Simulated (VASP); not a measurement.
Wanted: the native input for a VASP 6.6.1 run.

| Item | Value |
| --- | --- |
| Task | single point |
| Functional | LDA |
| Potentials or basis | VASP PAW LDA potentials, release 64 (Hf_pv, N) |
| Cutoff | 520 eV |
| k mesh | 7 × 7 × 4 |
| Occupations | fermi-dirac, width 0.1 eV |
| Spin | no spin polarisation |
| Dipole correction | no |
| Further INCAR settings | ALGO = Normal; EDIFF = 1e-06; NBANDS = 23 |

The structure of HfN lies in POSCAR:

```
HfN
1.0
    3.1339080200      0.0000000000      0.0000000000
   -1.5669540100      2.7140439600      0.0000000000
    0.0000000000      0.0000000000      5.4167677200
Hf N
2 2
Direct
    0.6666666700      0.3333333300      0.7500000000
    0.3333333300      0.6666666700      0.2500000000
    0.0000000000      0.0000000000      0.0000000000
    0.0000000000      0.0000000000      0.5000000000
```

The input as run:

INCAR

```
PREC = Accurate
ENCUT = 520
EDIFF = 1E-6
ISMEAR = -1
SIGMA = 0.1
LREAL = F
LASPH = T
NELM = 100
ALGO = Normal
ISIF = 2
LWAVE = F
LCHARG = T
LELF = T
LVHAR = T
NBANDS = 23
```

KPOINTS

```
regular mesh
0
Gamma
  7 7 4
```

Potentials or basis: VASP PAW LDA potentials, release 64 (Hf_pv, N).

Run with:

```bash
$ cat potpaw_LDA.64/Hf_pv/POTCAR potpaw_LDA.64/N/POTCAR > POTCAR
$ mpirun -np 1 vasp_std > vasp.out
```

It gave:

```json
{
  "Pressure": "-9.9 GPa",
  "Band gap on the k mesh": "zero (band 15 reaches 9.60 eV, above the bottom of band 16 at 7.38 eV)"
}
```

Caveat: spin-orbit coupling is left out, which moves the levels of the heavy elements.

Wall time 16 s on 1 thread of Intel(R) Xeon(R) Platinum 8259CL CPU @ 2.50GHz (Skylake/Cascade Lake), on a shared host, peak memory 0.15 GiB.
